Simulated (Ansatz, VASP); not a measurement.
Zn in VASP and in Ansatz

```
CELL_PARAMETERS angstrom
2.56471 0.00000 0.00000
0.00000 2.56471 0.00000
0.00000 0.00000 2.56471
ATOMIC_POSITIONS crystal
Zn 0.00000 0.00000 0.00000
```

Alike in both runs: functional PBEsol; k mesh 22 × 22 × 22; occupations gaussian, width 0.1 eV; no spin polarisation.

Ansatz relaxed the structure, and its values are those at the end. VASP's run is a single point on that final structure, the one shown.

|  | VASP | Ansatz |
| --- | --- | --- |
| version | VASP 6.6.1 | Ansatz 0.2.0 |
| potentials or method | VASP PAW PBE potentials, release 64 (Zn), cutoff 520 eV | scalar-relativistic, plane waves, PAW |
| valence electrons in the cell | 12 | 12 |

Ansatz gave:

* gap on the k mesh at the Fermi level (eV): none
* pressure (GPa): 0.0

Problem. Estimate VASP's values.

Solution. gap on the k mesh at the Fermi level (eV): none; pressure (GPa): 0.4.

VASP's potentials were made for PBE, not for PBEsol. A gap of «none» marks a metal or a gap that the smearing closes.
